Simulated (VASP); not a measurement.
# C (Fd-3m) in VASP: notebook, part 2 of 2

VASP 6.6.1.

**4. Single point, PBEsol**

Input file INCAR:

```
ALGO = Normal ; EDIFF = 1E-6
ENCUT = 600 ; GGA = PS
GGA_COMPAT = False ; ISIF = 2
ISMEAR = 0 ; LASPH = True
LCHARG = False ; LREAL = False
LWAVE = False ; NBANDS = 11
NELM = 120 ; PREC = Accurate
SIGMA = 0.01
```

Input file KPOINTS:

```
k-points
0
Gamma
  14 14 14
```

Input file POSCAR:

```
C
1.0
    0.0000000000      1.7768328947      1.7768328947
    1.7768328947      0.0000000000      1.7768328947
    1.7768328947      1.7768328947      0.0000000000
C
2
Direct
    0.0000000000      0.0000000000      0.0000000000
    0.2500000000      0.2500000000      0.2500000000
```

Potentials or basis: VASP PAW PBE potentials, release 64 (C).

On the command line:

```
$ cat potpaw_PBE.64/C/POTCAR > POTCAR
$ mpirun -np 1 vasp_std > vasp.out
```

OUTCAR:

```text
EDIFF = 1E-6
   ENCUT = 600
   GGA = PS
   ISIF = 2
   ISMEAR = 0
   LASPH = True
   LREAL = False
   NELM = 120
   PREC = Accurate

 ion  position               nearest neighbor table
   1  0.000  0.000  0.000-   2 1.54   2 1.54   2 1.54   2 1.54
   2  0.250  0.250  0.250-   1 1.54   1 1.54   1 1.54   1 1.54

  LATTYP: Found a face centered cubic cell.
 ALAT       =     3.5536657894

  Lattice vectors:

 A1 = (   0.0000000000,   1.7768328947,   1.7768328947)
 A2 = (   1.7768328947,   0.0000000000,   1.7768328947)
 A3 = (   1.7768328947,   1.7768328947,   0.0000000000)

Analysis of symmetry for initial positions (statically):
=====================================================================
 Subroutine PRICEL returns:
 Original cell was already a primitive cell.

 Routine SETGRP: Setting up the symmetry group for a
 face centered cubic supercell.

 Subroutine GETGRP returns: Found 48 space group operations
 (whereof 24 operations were pure point group operations)
 out of a pool of 48 trial point group operations.

The static configuration has the point symmetry T_d .
 The point group associated with its full space group is O_h .

[... 165 lines left out ...]
 fundamental gap:      4.0312188466
 Fermi energy:         9.9554730997

 k-point     1 :       0.0000    0.0000    0.0000
  band No.  band energies     occupation
      1     -11.8019      2.00000
      2       9.8680      2.00000
      3       9.8680      2.00000
      4       9.8680      2.00000
      5      15.4378      0.00000
      6      15.4378      0.00000
      7      15.4378      0.00000
      8      23.4880      0.00000
      9      28.9689      0.00000
     10      36.4592      0.00000
     11      36.4592      0.00000
[... 309 lines left out ...]
 k-point    24 :       0.2857    0.1429    0.0000
  band No.  band energies     occupation
      1      -9.7286      2.00000
      2       3.7786      2.00000
      3       6.4881      2.00000
      4       7.2506      2.00000
      5      15.7460      0.00000
      6      19.9136      0.00000
      7      19.9816      0.00000
      8      22.2375      0.00000
      9      30.3114      0.00000
     10      31.1614      0.00000
     11      36.1124      0.00000

 [... further k-points ...]
[... 5 lines left out ...]
  --------------------------------------------------------------------------------------
  -------------------------------------------------------------------------------------
  Total        0.0346525      0.0346525      0.0346525      0.0000000     -0.0000000      0.0000000
  in kB        4.9485237      4.9485237      4.9485237      0.0000000     -0.0000000      0.0000000
  external PRESSURE =       4.9485237 kB  Pullay stress =       0.0000000 kB

 VOLUME and BASIS-vectors are now :
 -----------------------------------------------------------------------------
  energy-cutoff  :      600.00
  volume of cell :       11.22
      direct lattice vectors                 reciprocal lattice vectors
     0.000000000  1.776832895  1.776832895    -0.281399563  0.281399563  0.281399563
     1.776832895  0.000000000  1.776832895     0.281399563 -0.281399563  0.281399563
     1.776832895  1.776832895  0.000000000     0.281399563  0.281399563 -0.281399563

 POSITION                                       TOTAL-FORCE (eV/Angst)
 -----------------------------------------------------------------------------------
      0.00000      0.00000      0.00000         0.000000     -0.000000      0.000000
      0.88842      0.88842      0.88842        -0.000000      0.000000     -0.000000
 -----------------------------------------------------------------------------------
    total drift:                               -0.000000      0.000000      0.000000

  FREE ENERGIE OF THE ION-ELECTRON SYSTEM (eV)
  ---------------------------------------------------
  free  energy   TOTEN  =       -19.2542091340 eV

  energy  without entropy=      -19.2542091340  energy(sigma->0) =      -19.25420913
```

OSZICAR:

```text
N       E                     dE             d eps       ncg     rms          rms(c)
DAV:   1     0.185273642711E+01    0.18527E+01   -0.52234E+03  2331   0.806E+02
DAV:   2    -0.194837022147E+02   -0.21336E+02   -0.20582E+02  2956   0.133E+02
DAV:   3    -0.199371289392E+02   -0.45343E+00   -0.45228E+00  2710   0.148E+01
DAV:   4    -0.199378799153E+02   -0.75098E-03   -0.75096E-03  2445   0.740E-01
DAV:   5    -0.199378807634E+02   -0.84811E-06   -0.84810E-06  2632   0.241E-02    0.564E+00
DAV:   6    -0.194303645632E+02    0.50752E+00   -0.26027E-01  2345   0.354E+00    0.332E+00
DAV:   7    -0.192536085248E+02    0.17676E+00   -0.31232E-01  2480   0.392E+00    0.696E-01
DAV:   8    -0.192541833296E+02   -0.57480E-03   -0.76679E-03  2393   0.693E-01    0.295E-02
DAV:   9    -0.192542009780E+02   -0.17648E-04   -0.15095E-05  2779   0.357E-02    0.215E-02
DAV:  10    -0.192542092828E+02   -0.83048E-05   -0.35212E-06  2471   0.165E-02    0.443E-03
DAV:  11    -0.192542091340E+02    0.14877E-06   -0.90469E-08  1363   0.265E-03
   1 F= -.19254209E+02 E0= -.19254209E+02  d E =-.376668E-38
```

stdout:

```text
POSCAR found type information on POSCAR C
 POSCAR found :  1 types and       2 ions
 scaLAPACK will be used
 -----------------------------------------------------------------------------
|                                                                             |
|                                                                             |
|     You enforced a specific xc type in the INCAR file but a different       |
|     I HOPE YOU KNOW WHAT YOU ARE DOING!                                     |
|                                                                             |
 -----------------------------------------------------------------------------

 LDA part: xc-table for (Slater+PW92), standard interpolation
 POSCAR, INCAR and KPOINTS ok, starting setup
 FFT: planning ... GRIDC
 FFT: planning ... GRID_SOFT
 FFT: planning ... GRID
 WAVECAR not read
 entering main loop
```

Run time: 7.8 s. Hardware: 1 thread of Intel Xeon Platinum 8488C (Sapphire Rapids), shared host; peak memory 0.12 GiB.

What came out:

```yaml
Free_energy: -19.2542 eV
Pressure: 0.5 GPa
Band_gap_on_the_k_mesh: 4.03 eV, indirect (least direct gap 5.57 eV)
```

Levels at points of the mesh, in eV from the valence-band top:
```csv
k point,band 2,band 3,band 4,band 5,band 6,band 7
"(0.00, 0.00, 0.00)",0.00,0.00,0.00,5.57,5.57,5.57
"(0.50, 0.00, 0.00)",-13.59,-2.84,-2.84,8.43,8.43,8.99
"(0.50, 0.50, 0.00)",-12.86,-6.41,-6.41,4.62,4.62,16.95
```

Caveat: the PAW data sets were made with another functional, which shifts forces and pressure a little. A k mesh can miss the band edges.

**5. Relaxation of cell and atoms, PBEsol**

This run uses another cell than the first one, of 5.67 Å³/atom, 1.011 times its volume.

Input file INCAR:

```
SYSTEM = C
  PREC = Accurate
  ENCUT = 600
  EDIFF = 1E-7
  ISMEAR = 0
  SIGMA = 0.02
  LREAL = .False.
  LASPH = .True.
  NELM = 120
  ALGO = Normal
  ISIF = 3
  LWAVE = .False.
  LCHARG = .False.
  GGA = PS
  IBRION = 2
  NSW = 100
  EDIFFG = -0.002
  GGA_COMPAT = .False.
  NELMIN = 4
```

Input file KPOINTS:

```
Automatic mesh
0
Gamma
  14 14 14
  0 0 0
```

Input file POSCAR:

```
C
1.0
    0.0000000000      1.7835000000      1.7835000000
    1.7835000000      0.0000000000      1.7835000000
    1.7835000000      1.7835000000      0.0000000000
C
2
Direct
    0.0000000000      0.0000000000      0.0000000000
    0.2500000000      0.2500000000      0.2500000000
```

On the command line:

```
$ cat potpaw_PBE.64/C/POTCAR > POTCAR
$ mpirun -np 1 vasp_std > vasp.out
```

Run time: 14 s. Hardware: 1 thread of Intel Xeon Platinum 8488C (Sapphire Rapids), shared host; peak memory 0.12 GiB.

Results (log left out):

- Free energy: -19.2548 eV
- Relaxed volume: 5.62 Å³/atom
- Relaxed cell: a = 2.514 Å, b = 2.514 Å, c = 2.514 Å, α = 60.00°, β = 60.00°, γ = 60.00°
- Space group after relaxing (to 0.05 Å): Fd-3m (No. 227)
- Energy gained by relaxing: 0.8 meV/atom
- Ionic steps: 3
- Pressure after relaxing: 0.0 GPa
- Band gap on the k mesh: 4.03 eV, indirect (least direct gap 5.57 eV)

The path:
| step | energy change (eV) | largest force (eV/Å) | pressure (GPa) | volume (Å³) |
| --- | --- | --- | --- | --- |
| 1 | 0.0000 | 0.0000 | -4.50 | 11.35 |
| 2 | 0.0010 | 0.0000 | 5.95 | 11.09 |
| 3 | -0.0016 | 0.0000 | -0.01 | 11.23 |

Final structure:
```yaml
crystal:
  lattice:
    - [0.00000, 1.77745, 1.77745]
    - [1.77745, 0.00000, 1.77745]
    - [1.77745, 1.77745, 0.00000]
  atoms:
    - { symbol: C, position: [0.00000, 0.00000, 0.00000] }
    - { symbol: C, position: [0.25000, 0.25000, 0.25000] }
```

Levels at points of the mesh, in eV from the valence-band top:
| k point | band 2 | band 3 | band 4 | band 5 | band 6 | band 7 |
| --- | --- | --- | --- | --- | --- | --- |
| (0.00, 0.00, 0.00) | 0.00 | 0.00 | 0.00 | 5.57 | 5.57 | 5.57 |
| (0.50, 0.00, 0.00) | -13.58 | -2.84 | -2.84 | 8.43 | 8.43 | 8.97 |
| (0.50, 0.50, 0.00) | -12.85 | -6.40 | -6.40 | 4.62 | 4.62 | 16.93 |

Caveat: the PAW data sets were made with another functional, which shifts forces and pressure a little.

**6. The runs side by side**

| task | cell | smearing | gap on the mesh (eV) | pressure (GPa) |
| --- | --- | --- | --- | --- |
| single point | a = 2.513 Å, angles 60.0°, 2 atoms | gaussian 0.02 eV | 4.03 | 0.5 |
| single point | a = 2.513 Å, angles 60.0°, 2 atoms | gaussian 0.01 eV | 4.03 | 0.5 |
| relaxation of cell and atoms | relaxed from a = 2.522 Å, angles 60.0°, 2 atoms | gaussian 0.02 eV | 4.03 | 0.0 |

Alike in all rows: level PBEsol; potentials or basis VASP PAW PBE potentials, release 64 (C); no spin polarisation; k mesh 14 × 14 × 14; cutoff (eV) 600.

Caveats: the PAW data sets were made with another functional, which shifts forces and pressure a little.

Absolute energies hang on the potentials; compare differences alone.
